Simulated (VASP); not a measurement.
Crystal: C.

```
CELL_PARAMETERS angstrom
0.00000 1.80684 1.80684
1.80684 0.00000 1.80684
1.80684 1.80684 0.00000
ATOMIC_POSITIONS crystal
C 0.75000 0.75000 0.75000
C 0.50000 0.50000 0.50000
```

Base run:

```yaml
Program: VASP 6.6.1
Functional: BLYP
Dispersion: D3(BJ)
Potentials_or_basis: VASP PAW PBE potentials, release 64 (C)
Cutoff: 520 eV
k_mesh: 13 × 13 × 13
Occupations: fermi-dirac, width 0.05 eV
Spin: no spin polarisation
```

Its results: band gap on the k mesh 4.37 eV, indirect (least direct gap 5.63 eV); pressure -14.2 GPa.

**Question.** After a change of settings the same cell gave: band gap on the k mesh 4.37 eV, indirect (least direct gap 5.63 eV); pressure -14.6 GPa. Which change was it?
A. functional from BLYP to r2SCAN
B. functional from BLYP to revPBE
C. functional from BLYP to r2SCAN; dispersion from D3(BJ) to none
D. dispersion from D3(BJ) to D4

**Answer.** D.

Caveats: the PAW data sets were made with another functional, which shifts forces and pressure a little.
